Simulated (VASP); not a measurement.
Runs of VASP 6.6.1 on CdO (Monteponite). The structure is that of space group Fm-3m (No. 225), or close to it. The cells are those of the table. 

```csv
cell,gap on the mesh (eV),pressure (GPa)
"a = 3.237 Å, angles 60.0°, 2 atoms",none,(a)
"a = 3.350 Å, angles 60.0°, 2 atoms",none,3.6
"a = 3.430 Å, angles 60.0°, 2 atoms",none,-5.0
"a = 3.377 Å, angles 60.0°, 2 atoms",none,0.3
"a = 3.404 Å, angles 60.0°, 2 atoms",none,(c)
"a = 3.323 Å, angles 60.0°, 2 atoms",none,7.4
"a = 3.295 Å, angles 60.0°, 2 atoms",none,11.7
"a = 3.208 Å, angles 60.0°, 2 atoms",none,(b)
```

Alike in all rows: task single point; level PBE; potentials or basis VASP PAW PBE potentials, release 64 (Cd, O); no spin polarisation; k mesh 8 × 8 × 8; cutoff (eV) 600; smearing fermi-dirac 0.1 eV.

Question: Estimate the missing entries.

Answer: (a) 22.4; (b) 29.0; (c) -2.5.

A k mesh can miss the band edges, and the runs leave out spin-orbit coupling on Cd.

A gap of «none» marks levels without a gap at the run's occupations.
